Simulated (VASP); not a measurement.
# Sn in VASP: further runs

Runs on Sn. Level: PBE+D3(BJ). Tasks: single point.

All numbers are computed with VASP 6.6.1; they aren't measurements. Logs are shortened: lines on timing, memory, paths and dates and some standing lists are left out, and cuts for length are marked.

### Step 1. The cell of the first run

The typed cell holds 1 atom: a = 3.382 Å, b = 3.382 Å, c = 3.382 Å, α = 117.50°, β = 117.49°, γ = 94.40°.

### Step 2. Single point, PBE+D3(BJ) (strain +0.0600 x Voigt [0, 0, 1, 0, 0, 0])

Contents of INCAR:

```
PREC = Accurate ; ENCUT = 520
EDIFF = 1E-7 ; ISMEAR = 0
SIGMA = 0.15 ; LREAL = F
LASPH = T ; NELM = 100
ALGO = Fast ; ISIF = 2
LWAVE = F ; LCHARG = F
GGA = PE ; IVDW = 12
NBANDS = 13
```

Contents of KPOINTS:

```
regular mesh
0
Gamma
  24 24 24
```

Contents of POSCAR:

```
Sn
1.0
   -1.7544065426      1.7546136963      2.2975401904
    1.7544065426     -1.7546136963      2.2975401904
    1.7544065426      1.7546136963     -2.2975401904
Sn
1
Direct
    0.0000000000      0.0000000000      0.0000000000
```

Potentials or basis: VASP PAW PBE potentials, release 64 (Sn_d).

The run is started by

```console
> cat potpaw_PBE.64/Sn_d/POTCAR > POTCAR
> mpirun -np 1 vasp_std > vasp.out
```

OUTCAR:

```text
PREC = Accurate
   ENCUT = 520
   EDIFF = 1E-7
   ISMEAR = 0
   LREAL = F
   LASPH = T
   NELM = 100
   ISIF = 2
   GGA = PE
   IVDW = 12
 IVDW          = 12

 ion  position               nearest neighbor table
   1  0.000  0.000  0.000-

  LATTYP: Found a body centered orthorhombic cell.
 ALAT       =     3.5088130852
 B/A-ratio  =     1.0001180762
 C/A-ratio  =     1.3095825481

  Lattice vectors:

 A1 = (  -1.7544065426,   1.7546136963,   2.2975401904)
 A2 = (   1.7544065426,  -1.7546136963,   2.2975401904)
 A3 = (   1.7544065426,   1.7546136963,  -2.2975401904)

Analysis of symmetry for initial positions (statically):
=====================================================================
 Subroutine PRICEL returns:
 Original cell was already a primitive cell.

 Routine SETGRP: Setting up the symmetry group for a
 body centered orthorhombic supercell.

 Subroutine GETGRP returns: Found  8 space group operations
 (whereof  8 operations were pure point group operations)
 out of a pool of  8 trial point group operations.

The static configuration has the point symmetry D_2h.

Analysis of symmetry for dynamics (positions and initial velocities):
=====================================================================
 Subroutine PRICEL returns:
 Original cell was already a primitive cell.

 Routine SETGRP: Setting up the symmetry group for a
 body centered orthorhombic supercell.

 Subroutine GETGRP returns: Found  8 space group operations
 (whereof  8 operations were pure point group operations)
 out of a pool of  8 trial point group operations.

The dynamic configuration has the point symmetry D_2h.

 Subroutine INISYM returns: Found  8 space group operations
 (whereof  8 operations are pure point group operations),
 and found     1 'primitive' translations

----------------------------------------------------------------------------------------

                                     Primitive cell

  volume of cell :      28.2901

  direct lattice vectors                    reciprocal lattice vectors
    -1.754406543  1.754613696  2.297540190     0.000000000  0.284963010  0.217624049
     1.754406543 -1.754613696  2.297540190     0.284996657  0.000000000  0.217624049
     1.754406543  1.754613696 -2.297540190     0.284996657  0.284963010  0.000000000

  length of vectors
     3.381612406  3.381612406  3.381612406     0.358558425  0.358585166  0.403022346

  position of ions in fractional coordinates (direct lattice)
     0.000000000  0.000000000  0.000000000

  ion indices of the primitive-cell ions
   primitive index   ion index
                 1           1

----------------------------------------------------------------------------------------

 KPOINTS: regular mesh

Automatic generation of k-mesh.
 Grid dimensions read from file:
 generate k-points for:   24   24   24

 Generating k-lattice:

  Cartesian coordinates                     Fractional coordinates (reciprocal lattice)
     0.000000000  0.011873459  0.009067669     0.041666667 -0.000000000  0.000000000
     0.011874861  0.000000000  0.009067669    -0.000000000  0.041666667  0.000000000
     0.011874861  0.011873459  0.000000000     0.000000000  0.000000000  0.041666667

  Length of vectors
     0.014939934  0.014941049  0.016792598

  Shift w.r.t. Gamma in fractional coordinates (k-lattice)
     0.000000000  0.000000000  0.000000000

 Subroutine IBZKPT returns following result:
 ===========================================

 Found   1963 irreducible k-points:

 Following reciprocal coordinates:
            Coordinates               Weight
  0.000000  0.000000  0.000000      1.000000
  0.041667  0.000000  0.000000      4.000000
  0.083333  0.000000 -0.000000      4.000000
  0.125000  0.000000  0.000000      4.000000
  0.166667 -0.000000  0.000000      4.000000
  0.208333  0.000000 -0.000000      4.000000
[... 16 lines left out ...]
  0.375000  0.041667 -0.000000      8.000000
  0.416667  0.041667 -0.000000      8.000000
 [... further k-points ...]
   k-points           NKPTS =   1963   k-points in BZ     NKDIM =   1963   number of bands    NBANDS=     13
   number of dos      NEDOS =    301   number of ions     NIONS =      1
   total plane-waves  NPLWV =  21952
   dimension x,y,z NGX =    28 NGY =   28 NGZ =   28
   dimension x,y,z NGXF=    56 NGYF=   56 NGZF=   56
   ions per type =               1
   NGX,Y,Z   is equivalent  to a cutoff of  13.77, 13.77, 13.77 a.u.
   NGXF,Y,Z  is equivalent  to a cutoff of  27.53, 27.53, 27.53 a.u.
 SYSTEM =  unknown system
   PREC   = accura    normal or accurate (medium, high low for compatibility)
   ISTART =      0    job   : 0-new  1-cont  2-samecut
   ICHARG =      2    charge: 1-file 2-atom 10-const
   ISPIN  =      1    spin polarized calculation?
   LNONCOLLINEAR =      F non collinear calculations
   LSORBIT =      F    spin-orbit coupling
   LASPH  =      T    aspherical Exc in radial PAW
   ENCUT  =  520.0 eV  38.22 Ry    6.18 a.u.   6.29  6.29  6.29*2*pi/ulx,y,z
   NELM   =    100;   NELMIN=  2; NELMDL= -5     # of ELM steps
   EDIFF  = 0.1E-06   stopping-criterion for ELM
   LREAL  =      F    real-space projection
   EDIFFG = 0.1E-05   stopping-criterion for IOM
   NSW    =      0    number of steps for IOM
   IBRION =     -1    ionic relax: 0-MD 1-quasi-New 2-CG
   NFREE  =      0    steps in history (QN), initial steepest desc. (CG)
   ISIF   =      2    stress and relaxation
   ISYM   =      2    0-nonsym 1-usesym 2-fastsym
   POTIM  = 0.5000    time-step for ionic-motion
   TEBEG  =    0.0;   TEEND  =   0.0 temperature during run
   PSTRESS=    0.0 pullay stress
   NELECT =      14.0000    total number of electrons
   NUPDOWN=      -1.0000    fix difference up-down
   EMIN   =  10.00;   EMAX   =-10.00  energy-range for DOS
   EFERMI =   0.00;   METHOD = LEGACY
   ISMEAR =     0;   SIGMA  =   0.15  broadening in eV -4-tet -1-fermi 0-gaus
   EFERMI_NEDOS =   21; number of points for ismear=-14 and -15
   IALGO  =     68    algorithm
   IMIX   =      4    mixing-type and parameters
     AMIX     =   0.40;   BMIX     =  1.00
     AMIX_MAG =   1.60;   BMIX_MAG =  1.00
  volume/ion in A,a.u.               =      28.29       190.91
  Fermi-wavevector in a.u.,A,eV,Ry     =   1.294909  2.447023 22.814101  1.676789
  Thomas-Fermi vector in A             =   2.426462
   LORBIT       =      0    0 simple, 1 ext, 2 COOP (PROOUT), +10 PAW based schemes
   GGA     = PE    functional components
   LHFCALC =     F    Hartree Fock is set to
   AEXX    =    0.0000 exact exchange contribution
   IVDW    =    12    specifies the selected vdW correction
   LEPSILON=     F    determine dielectric tensor
   LRPA    =     F    only Hartree local field effects (RPA)
 non-spin polarized calculation
 RMM-DIIS sequential band-by-band and
 Gauss-broadening in eV      SIGMA  =   0.15
  energy-cutoff  :      520.00
  volume of cell :       28.29
 maximum number of plane-waves:       789
 NGX is ok and might be reduce to    28
   NGX = 13   NGY = 13   NGZ = 13

 number of electron      13.9999996 magnetization

 Free energy of the ion-electron system (eV)
  ---------------------------------------------------
  ext. energy  EPLUGINS =         0.00000000
  ---------------------------------------------------
  free energy    TOTEN  =        -3.78720223 eV

  energy without entropy =       -3.78078666  energy(sigma->0) =       -3.78399445

 E-fermi :   7.6904     XC(G=0): -10.1774

 val. band max:        7.6902770981   @ k =  -0.3750  -0.4167   0.2500
 cond. band min:       7.6907237596   @ k =  -0.3750   0.2083   0.0000
 fundamental gap:      0.0004466615
 Fermi energy:         7.6904256099

 k-point     1 :       0.0000    0.0000    0.0000
  band No.  band energies     occupation
      1     -13.8986      2.00000
      2     -13.8986      2.00000
      3     -13.8594      2.00000
      4     -13.8437      2.00000
      5     -13.7959      2.00000
      6      -3.1872      2.00000
      7      14.9581      0.00000
      8      15.0960      0.00000
      9      15.0983      0.00000
     10      18.2897      0.00000
     11      19.1965      0.00000
     12      19.1993      0.00000
     13      19.5420      0.00000

 k-point     2 :       0.0417    0.0000    0.0000
  band No.  band energies     occupation
      1     -13.8978      2.00000
      2     -13.8971      2.00000
      3     -13.8589      2.00000
      4     -13.8434      2.00000
      5     -13.7962      2.00000
      6      -3.1526      2.00000
      7      14.6262      0.00000
      8      14.9826      0.00000
      9      15.0203      0.00000
     10      17.9666      0.00000
     11      19.3059      0.00000
     12      19.4541      0.00000
     13      19.9995      0.00000

 k-point     3 :       0.0833    0.0000   -0.0000
  band No.  band energies     occupation
      1     -13.8955      2.00000
      2     -13.8933      2.00000
      3     -13.8575      2.00000
      4     -13.8422      2.00000
      5     -13.7972      2.00000
      6      -3.0486      2.00000
      7      13.6483      0.00000
      8      14.8111      0.00000
      9      14.8680      0.00000
     10      17.6491      0.00000
     11      19.5769      0.00000
     12      19.7087      0.00000
     13      20.8233      0.00000

 k-point     4 :       0.1250    0.0000    0.0000
  band No.  band energies     occupation
      1     -13.8924      2.00000
      2     -13.8887      2.00000
      3     -13.8553      2.00000
      4     -13.8388      2.00000
      5     -13.7982      2.00000
      6      -2.8754      2.00000
      7      12.4259      0.00000
      8      14.5223      0.00000
      9      14.7144      0.00000
     10      17.4417      0.00000
     11      19.8118      0.00000
     12      19.9976      0.00000
     13      20.8296      0.00000

 k-point     5 :       0.1667   -0.0000    0.0000
  band No.  band energies     occupation
      1     -13.8891      2.00000
      2     -13.8855      2.00000
      3     -13.8527      2.00000
      4     -13.8317      2.00000
      5     -13.7985      2.00000
      6      -2.6329      2.00000
      7      11.1382      0.00000
      8      14.2002      0.00000
      9      14.5386      0.00000
     10      17.2931      0.00000
     11      19.6379      0.00000
     12      19.9404      0.00000
     13      20.8167      0.00000
[... 257 lines left out ...]
 k-point    22 :       0.3333    0.0417   -0.0000
  band No.  band energies     occupation
      1     -13.8927      2.00000
      2     -13.8822      2.00000
      3     -13.8530      2.00000
      4     -13.7803      2.00000
      5     -13.7655      2.00000
      6      -0.7600      2.00000
      7       5.9226      2.00000
      8      12.5057      0.00000
      9      13.9222      0.00000
     10      17.3027      0.00000
     11      17.7979      0.00000
     12      19.1684      0.00000
     13      19.8277      0.00000

 k-point    23 :       0.3750    0.0417   -0.0000
  band No.  band energies     occupation
      1     -13.8955      2.00000
      2     -13.8824      2.00000
      3     -13.8552      2.00000
      4     -13.7720      2.00000
      5     -13.7544      2.00000
      6      -0.1880      2.00000
      7       4.9158      2.00000
      8      12.3941      0.00000
      9      13.7560      0.00000
     10      17.2805      0.00000
     11      17.5783      0.00000
     12      18.8711      0.00000
     13      19.5687      0.00000

 k-point    24 :       0.4167    0.0417   -0.0000
  band No.  band energies     occupation
      1     -13.8977      2.00000
      2     -13.8826      2.00000
      3     -13.8569      2.00000
      4     -13.7655      2.00000
      5     -13.7464      2.00000
      6       0.3910      2.00000
      7       4.0392      2.00000
      8      12.3356      0.00000
      9      13.6229      0.00000
     10      17.2694      0.00000
     11      17.4004      0.00000
     12      18.6084      0.00000
     13      19.4709      0.00000

 [... further k-points ...]

------------------------ aborting loop because EDIFF is reached ----------------------------------------

 Edisp (eV)   -0.36976

 E8    (eV) :    -0.1776

  FORCE on cell =-STRESS in cart. coord.  units (eV):
  Direction    XX          YY          ZZ          XY          YZ          ZX
  --------------------------------------------------------------------------------------
  -------------------------------------------------------------------------------------
  Total      -0.48401    -0.48441    -0.44364     0.00000     0.00000     0.00000
  in kB     -27.41122   -27.43379   -25.12485     0.00000     0.00000     0.00000
  external pressure =      -26.66 kB  Pullay stress =        0.00 kB

 VOLUME and BASIS-vectors are now :
 -----------------------------------------------------------------------------
  energy-cutoff  :      520.00
  volume of cell :       28.29
      direct lattice vectors                 reciprocal lattice vectors
    -1.754406543  1.754613696  2.297540190     0.000000000  0.284963010  0.217624049
     1.754406543 -1.754613696  2.297540190     0.284996657  0.000000000  0.217624049
     1.754406543  1.754613696 -2.297540190     0.284996657  0.284963010  0.000000000

 POSITION                                       TOTAL-FORCE (eV/Angst)
 -----------------------------------------------------------------------------------
      0.00000      0.00000      0.00000         0.000000     -0.000000      0.000000
 -----------------------------------------------------------------------------------
    total drift:                               -0.000000     -0.000000     -0.000000

  FREE ENERGIE OF THE ION-ELECTRON SYSTEM (eV)
  ---------------------------------------------------
  free  energy   TOTEN  =        -4.1569648778 eV

  energy  without entropy=       -4.1505493122  energy(sigma->0) =       -4.15375709
```

Wall time 8.5 min (1 thread of Intel Xeon Platinum 8488C (Sapphire Rapids), shared host); peak memory 0.73 GiB.

What came out:

```
Free energy                : -4.1570 eV
Pressure                   : -2.7 GPa
Band gap on the k mesh     : zero (band 7 reaches 14.96 eV, above the bottom of band 8 at 5.66 eV)
Dispersion energy per atom : -0.370 eV
```

Stress tensor (GPa, compression positive):
```
-2.74  0.00  0.00
 0.00 -2.74  0.00
 0.00  0.00 -2.51
```

Levels at points of the mesh, in eV from the Fermi level:
| k point | band 4 | band 5 | band 6 | band 7 | band 8 | band 9 | band 10 | band 11 |
| --- | --- | --- | --- | --- | --- | --- | --- | --- |
| (0.00, 0.00, 0.00) | -21.53 | -21.49 | -10.88 | 7.27 | 7.41 | 7.41 | 10.60 | 11.51 |
| (0.50, 0.00, 0.00) | -21.45 | -21.43 | -6.75 | -4.45 | 4.93 | 5.99 | 9.36 | 9.81 |
| (0.00, 0.50, 0.00) | -21.45 | -21.43 | -6.75 | -4.45 | 4.93 | 5.99 | 9.36 | 9.80 |
| (0.50, 0.50, 0.00) | -21.45 | -21.41 | -5.31 | -3.70 | 2.10 | 2.60 | 5.65 | 5.99 |
| (0.50, 0.50, 0.50) | -21.42 | -21.42 | -4.26 | -3.01 | 1.36 | 1.36 | 4.58 | 5.19 |

Caveat: the cell differs from its parent crystal (strain +0.0600 x Voigt [0, 0, 1, 0, 0, 0]); spin-orbit coupling is left out, which moves the levels of the heavy elements; pairwise dispersion overbinds metals, which lowers pressure and volume.

### Step 3. Single point, PBE+D3(BJ) (strain -0.0600 x Voigt [0, 0, 1, 0, 0, 0])

Contents of INCAR:

```
SYSTEM = Sn
PREC = Accurate
ENCUT = 520
EDIFF = 1E-6
ISMEAR = 0
SIGMA = 0.15
LREAL = .False.
LASPH = .True.
NELM = 60
ALGO = Fast
ISIF = 2
LWAVE = .False.
LCHARG = .False.
GGA = PE
IVDW = 12
NBANDS = 13
```

Contents of KPOINTS:

```
Automatic mesh
0
Gamma
  24 24 24
  0 0 0
```

Contents of POSCAR:

```
Sn
1.0
   -1.7544065426      1.7546136963      2.0374413010
    1.7544065426     -1.7546136963      2.0374413010
    1.7544065426      1.7546136963     -2.0374413010
Sn
1
Direct
    0.0000000000      0.0000000000      0.0000000000
```

Potentials or basis: VASP PAW PBE potentials, release 64 (Sn_d).

The run is started by

```console
> cat potpaw_PBE.64/Sn_d/POTCAR > POTCAR
> mpirun -np 1 vasp_std > vasp.out
```

It took 5.1 min on 1 thread of Intel Xeon 6975P-C (Granite Rapids), shared host; peak memory 0.65 GiB.

It converged, with:

| Item | Value |
| --- | --- |
| Free energy | -4.1548 eV |
| Pressure | 3.5 GPa |
| Band gap on the k mesh | zero (band 7 reaches 17.42 eV, above the bottom of band 8 at 6.55 eV) |
| Dispersion energy per atom | -0.417 eV |

Stress tensor (GPa, compression positive):
```
3.61 0.00 0.00
0.00 3.60 0.00
0.00 0.00 3.35
```

Levels at points of the mesh, in eV from the Fermi level:
```
           k point  band 4  band 5  band 6  band 7  band 8  band 9  band 10  band 11
(0.00, 0.00, 0.00)  -21.54  -21.47  -11.75    8.27    8.66    8.67    11.16    12.52
(0.50, 0.00, 0.00)  -21.47  -21.39   -6.81   -5.02    4.68    6.53     9.34     9.46
(0.00, 0.50, 0.00)  -21.47  -21.39   -6.81   -5.02    4.68    6.52     9.33     9.45
(0.50, 0.50, 0.00)  -21.45  -21.37   -5.82   -4.55    2.78    3.98     6.99     7.04
(0.50, 0.50, 0.50)  -21.39  -21.39   -2.74   -2.37    0.47    0.47     3.91     4.58
```

Caveat: the cell differs from its parent crystal (strain -0.0600 x Voigt [0, 0, 1, 0, 0, 0]); spin-orbit coupling is left out, which moves the levels of the heavy elements; pairwise dispersion overbinds metals, which lowers pressure and volume.

[end of part 1 of 2]
